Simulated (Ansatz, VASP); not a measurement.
# Pt2Se3: VASP beside Ansatz

File INCAR:

```
SYSTEM = Pt2Se3
PREC     = Accurate       ! precision mode
ENCUT    = 600            ! plane-wave cutoff, eV
EDIFF    = 1E-6           ! SCF threshold, eV
ISMEAR   = 0              ! smearing method
SIGMA    = 0.1            ! smearing width, eV
LREAL    = .False.        ! projectors in reciprocal space
LASPH    = .True.         ! aspherical terms in the spheres
NELM     = 60             ! most SCF steps
ALGO     = Normal         ! electronic algorithm
ISIF     = 3              ! what is computed and relaxed
LWAVE    = .False.        ! write WAVECAR
LCHARG   = .False.        ! write CHGCAR
GGA      = PE             ! functional
IBRION   = 2              ! ionic algorithm
NSW      = 100            ! ionic steps
EDIFFG   = -0.01          ! ionic threshold
```

The input KPOINTS:

```
Automatic mesh
0
Gamma
  12 12 4
  0 0 0
```

POSCAR

```
Pt2Se3
1.0
    3.7610014296      0.0000000000      0.0000000000
   -1.8805007148      3.2571227817      0.0000000000
    0.0000000000      0.0000000000      8.8319634892
Pt Se
2 3
Direct
    0.3333333333      0.6666666667      0.1889008954
    0.6666666667      0.3333333333      0.8110991046
    0.0000000000      0.0000000000      0.0000000000
    0.3333333333      0.6666666667      0.6762496115
    0.6666666667      0.3333333333      0.3237503885
```

Input for Ansatz:

```yaml
crystal:
  lattice:
    - [3.7610014296, 0.0, 0.0]
    - [-1.8805007148, 3.2571227817, 0.0]
    - [0.0, 0.0, 8.8319634892]
  atoms:
    - { symbol: Pt, position: [0.3333333333, 0.6666666667, 0.1889008954] }
    - { symbol: Pt, position: [0.6666666667, 0.3333333333, 0.8110991046] }
    - { symbol: Se, position: [0.0, 0.0, 0.0] }
    - { symbol: Se, position: [0.3333333333, 0.6666666667, 0.6762496115] }
    - { symbol: Se, position: [0.6666666667, 0.3333333333, 0.3237503885] }
basis:
  ecutwfc: 420
kpoints:
  mp_grid: { grid: [12, 12, 4] }
hamiltonian:
  xc: pbe
scf:
  occupations: { method: gaussian, width: 0.1 }
output:
  forces: true
  stress: true
  eigenvalues: true
relax:
  adjacent_minimum: "off"
  f_tol: 0.01
  max_steps: 80
  cell: { stress_tol: 0.05 }
```

Alike in both runs: task relaxation of cell and atoms; functional PBE; k mesh 12 × 12 × 4; occupations gaussian, width 0.1 eV; no spin polarisation.

|  | VASP | Ansatz |
| --- | --- | --- |
| version | VASP 6.6.1 | Ansatz 0.2.0 |
| potentials or method | VASP PAW PBE potentials, release 64 (Pt, Se), cutoff 600 eV | scalar-relativistic, plane waves, PAW |
| valence electrons in the cell | 38 | 84 |

```tsv
	VASP	Ansatz	Ansatz less VASP
gap on the k mesh at the Fermi level, each at its own relaxed structure (eV)	none	none	-
relaxed volume (Å³/atom)	21.68	21.66	-0.021
relaxed cell length with the largest relative difference (Å)	8.840	8.836	-0.0032
```

A gap of «none» marks a metal or a gap that the smearing closes. VASP's potentials hold 38 valence electrons a cell and Ansatz's 84, so a difference there can come from the potentials and not from the codes.

Spin-orbit coupling is off throughout.
